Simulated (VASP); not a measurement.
# CdF2 (R-3m) in VASP: a series of runs, part 2 of 2

VASP 6.6.1.

## (3) Single point, PBEsol

This run uses another cell than the first one, of the same volume but with other edges.

INCAR

```
SYSTEM = CdF2
  PREC = Accurate
  ENCUT = 700
  EDIFF = 1E-6
  ISMEAR = 0
  SIGMA = 0.05
  LREAL = .False.
  LASPH = .True.
  NELM = 120
  ALGO = Normal
  ISIF = 2
  LWAVE = .False.
  LCHARG = .True.
  GGA = PS
  LELF = .True.
  LVHAR = .True.
  NBANDS = 24
  GGA_COMPAT = .False.
```

KPOINTS

```
regular mesh
0
Gamma
  8 8 8
  0 0 0
```

POSCAR

```
CdF2
1.0
   -0.1287982779      2.6311648190      2.6311648190
    2.6311648190     -0.1287982779      2.6311648190
    2.6311648190      2.6311648190     -0.1287982779
Cd F
1 2
Direct
    0.0000000000      0.0000000000      0.0000000000
    0.2500000000      0.2500000000      0.2500000000
    0.7500000000      0.7500000000      0.7500000000
```

Potentials or basis: VASP PAW PBE potentials, release 64 (Cd_sv_GW, F).

Started as:

```sh
$ cat potpaw_PBE.64/Cd_sv_GW/POTCAR potpaw_PBE.64/F/POTCAR > POTCAR
$ mpirun -np 1 vasp_std > vasp.out
```

OUTCAR:

```text
SYSTEM = CdF2
   PREC = Accurate
   ENCUT = 700
   EDIFF = 1E-6
   ISMEAR = 0
   LREAL = .False.
   LASPH = .True.
   NELM = 120
   ISIF = 2
   GGA = PS

 ion  position               nearest neighbor table
   1  0.000  0.000  0.000-   2 2.22   3 2.22
   2  0.250  0.250  0.250-   1 2.22
   3  0.750  0.750  0.750-   1 2.22

  LATTYP: Found a trigonal (rhomboedric) cell.
 ALAT       =     3.7232573918
 COS(alpha) =     0.4505091948

  Lattice vectors:

 A1 = (  -0.1287982779,   2.6311648190,   2.6311648190)
 A2 = (   2.6311648190,  -0.1287982779,   2.6311648190)
 A3 = (   2.6311648190,   2.6311648190,  -0.1287982779)

Analysis of symmetry for initial positions (statically):
=====================================================================
 Subroutine PRICEL returns:
 Original cell was already a primitive cell.

 Routine SETGRP: Setting up the symmetry group for a
 trigonal (rhombohedral) supercell.

 Subroutine GETGRP returns: Found 12 space group operations
 (whereof 12 operations were pure point group operations)
 out of a pool of 12 trial point group operations.

The static configuration has the point symmetry D_3d.

[... 160 lines left out ...]
  energy without entropy =      -11.69404680  energy(sigma->0) =      -11.69404680

 E-fermi :   0.7291     XC(G=0): -10.8534

 val. band max:        0.5148625784   @ k =   0.5000   0.5000   0.0000
 cond. band min:       3.4721971156   @ k =   0.0000   0.0000   0.0000
 fundamental gap:      2.9573345371
 Fermi energy:         0.7290611176

 k-point     1 :       0.0000    0.0000    0.0000
  band No.  band energies     occupation
      1     -97.7786      2.00000
      2     -58.9135      2.00000
      3     -58.9135      2.00000
      4     -58.8845      2.00000
      5     -20.2200      2.00000
      6     -19.0962      2.00000
[... 637 lines left out ...]
     23      18.1839      0.00000
     24      21.4345      0.00000

 [... further k-points ...]

------------------------ aborting loop because EDIFF is reached ----------------------------------------

  FORCE on cell =-STRESS in cart. coord.  units (eV):
  Direction    XX          YY          ZZ          XY          YZ          ZX
  --------------------------------------------------------------------------------------
  -------------------------------------------------------------------------------------
  Total        0.0366436      0.0366436      0.0366436      0.3802220      0.3802220      0.3802220
  in kB        1.5013628      1.5013628      1.5013628     15.5784775     15.5784775     15.5784775
  external PRESSURE =       1.5013628 kB  Pullay stress =       0.0000000 kB

 VOLUME and BASIS-vectors are now :
 -----------------------------------------------------------------------------
  energy-cutoff  :      700.00
  volume of cell :       39.10
      direct lattice vectors                 reciprocal lattice vectors
    -0.128798278  2.631164819  2.631164819    -0.176616563  0.185707122  0.185707122
     2.631164819 -0.128798278  2.631164819     0.185707122 -0.176616563  0.185707122
     2.631164819  2.631164819 -0.128798278     0.185707122  0.185707122 -0.176616563

 POSITION                                       TOTAL-FORCE (eV/Angst)
 -----------------------------------------------------------------------------------
      0.00000      0.00000      0.00000         0.000000      0.000000     -0.000000
      1.28338      1.28338      1.28338         0.121574      0.121574      0.121574
      3.85015      3.85015      3.85015        -0.121574     -0.121574     -0.121574
 -----------------------------------------------------------------------------------
    total drift:                                0.000000     -0.000000      0.000000

  FREE ENERGIE OF THE ION-ELECTRON SYSTEM (eV)
  ---------------------------------------------------
  free  energy   TOTEN  =       -11.6940467997 eV

  energy  without entropy=      -11.6940467997  energy(sigma->0) =      -11.69404680
```

It took 71 s on 1 thread of AMD EPYC 7R13 (Zen 3), shared host; peak memory 0.22 GiB.

What came out:

- Free energy: -11.6940 eV
- Pressure: 0.2 GPa
- Largest force: 0.211 eV/Å
- Band gap on the k mesh: 2.96 eV (least direct gap 3.24 eV)

Forces on the atoms (eV/Å):
```
Cd   0.000  0.000  0.000
F    0.122  0.122  0.122
F   -0.122 -0.122 -0.122
```

Stress tensor (GPa, compression positive):
```
0.15 1.56 1.56
1.56 0.15 1.56
1.56 1.56 0.15
```

Levels at points of the mesh, in eV from the valence-band top:
```csv
k point,band 14,band 15,band 16,band 17,band 18,band 19,band 20,band 21
"(0.00, 0.00, 0.00)",-0.94,-0.60,-0.60,-0.29,2.96,12.05,12.05,13.54
"(0.50, 0.00, 0.00)",-1.93,-1.81,-0.42,-0.25,6.99,8.86,13.95,15.01
"(0.50, 0.50, 0.00)",-2.96,-0.56,-0.19,0.00,7.93,9.47,11.72,13.66
"(0.50, 0.50, 0.50)",-1.95,-1.95,-0.56,-0.56,7.44,9.28,13.96,13.96
```

Caveat: the PAW data sets were made with another functional, which shifts forces and pressure a little. A k mesh can miss the band edges.

## (4) Single point, PBEsol

This run uses another cell than the first one, of the same volume but with other edges.

INCAR

```
ALGO = Normal
EDIFF = 1E-6
ENCUT = 700
GGA = PS
GGA_COMPAT = F
ISIF = 2
ISMEAR = 0
LASPH = T
LCHARG = T
LELF = T
LREAL = F
LVHAR = T
LWAVE = F
NBANDS = 24
NELM = 120
PREC = Accurate
SIGMA = 0.05
```

KPOINTS

```
k-points
0
Gamma
  8 8 8
```

POSCAR

```
CdF2
1.0
   -1.1314091028      2.2628182056      2.2628182056
    2.2628182056     -1.1314091028      2.2628182056
    2.2628182056      2.2628182056     -1.1314091028
Cd F
1 2
Direct
    0.0000000000      0.0000000000      0.0000000000
    0.2500000000      0.2500000000      0.2500000000
    0.7500000000      0.7500000000      0.7500000000
```

Potentials or basis: VASP PAW PBE potentials, release 64 (Cd_sv_GW, F).

Started as:

```sh
$ cat potpaw_PBE.64/Cd_sv_GW/POTCAR potpaw_PBE.64/F/POTCAR > POTCAR
$ mpirun -np 1 vasp_std > vasp.out
```

OUTCAR:

```text
EDIFF = 1E-6
   ENCUT = 700
   GGA = PS
   ISIF = 2
   ISMEAR = 0
   LASPH = T
   LREAL = F
   NELM = 120
   PREC = Accurate

 ion  position               nearest neighbor table
   1  0.000  0.000  0.000-   2 1.47   3 1.47
   2  0.250  0.250  0.250-   1 1.47
   3  0.750  0.750  0.750-   1 1.47

  LATTYP: Found a simple cubic cell.
 ALAT       =     3.3942273084

  Lattice vectors:
[... 836 lines left out ...]

 [... further k-points ...]

------------------------ aborting loop because EDIFF is reached ----------------------------------------

  FORCE on cell =-STRESS in cart. coord.  units (eV):
  Direction    XX          YY          ZZ          XY          YZ          ZX
  --------------------------------------------------------------------------------------
  -------------------------------------------------------------------------------------
  Total       36.8949902     36.8949902     36.8949902     35.4189441     35.4189441     35.4189441
  in kB     1511.6637967   1511.6637967   1511.6637967   1451.1871438   1451.1871438   1451.1871438
  external PRESSURE =    1511.6637967 kB  Pullay stress =       0.0000000 kB

 VOLUME and BASIS-vectors are now :
 -----------------------------------------------------------------------------
  energy-cutoff  :      700.00
  volume of cell :       39.10
      direct lattice vectors                 reciprocal lattice vectors
    -1.131409103  2.262818206  2.262818206    -0.098205955  0.196411909  0.196411909
     2.262818206 -1.131409103  2.262818206     0.196411909 -0.098205955  0.196411909
     2.262818206  2.262818206 -1.131409103     0.196411909  0.196411909 -0.098205955

 POSITION                                       TOTAL-FORCE (eV/Angst)
 -----------------------------------------------------------------------------------
      0.00000      0.00000      0.00000        -0.000000     -0.000000      0.000000
      0.84856      0.84856      0.84856        20.883179     20.883179     20.883179
      2.54567      2.54567      2.54567       -20.883179    -20.883179    -20.883179
 -----------------------------------------------------------------------------------
    total drift:                                0.000000     -0.000000      0.000000

  FREE ENERGIE OF THE ION-ELECTRON SYSTEM (eV)
  ---------------------------------------------------
  free  energy   TOTEN  =         0.9948333355 eV

  energy  without entropy=        0.9948333355  energy(sigma->0) =        0.99483334
```

It took 38 s on 1 thread of Intel Xeon 6975P-C (Granite Rapids), shared host; peak memory 0.24 GiB.

Results:

| Item | Value |
| --- | --- |
| Free energy | 0.9948 eV |
| Pressure | 151.2 GPa |
| Largest force | 36.171 eV/Å |
| Band gap on the k mesh | 5.95 eV (least direct gap 6.68 eV) |

Forces in eV/Å, atoms in the order of the input:
```
Cd    0.000   0.000   0.000
F    20.883  20.883  20.883
F   -20.883 -20.883 -20.883
```

Caveat: the cell stands under pressure; the PAW data sets were made with another functional, which shifts forces and pressure a little. A k mesh can miss the band edges.

## (5) Summary

```csv
cell,gap on the mesh (eV),pressure (GPa),largest force (eV/Å)
"a = 3.631 Å, angles 67.3°, 3 atoms",2.99,3.6,0.76
"a = 3.723 Å, angles 63.2°, 3 atoms",2.96,0.2,0.21
"a = 3.394 Å, 3 atoms",5.95,151.2,36.17
```

Alike in all rows: task single point; level PBEsol; potentials or basis VASP PAW PBE potentials, release 64 (Cd_sv_GW, F); no spin polarisation; k mesh 8 × 8 × 8; cutoff (eV) 700; smearing gaussian 0.05 eV.

Caveats: the PAW data sets were made with another functional, which shifts forces and pressure a little; the cell stands under pressure (at least some runs).

Total energies depend on the potentials used, so only differences within one code and one set of settings carry meaning.
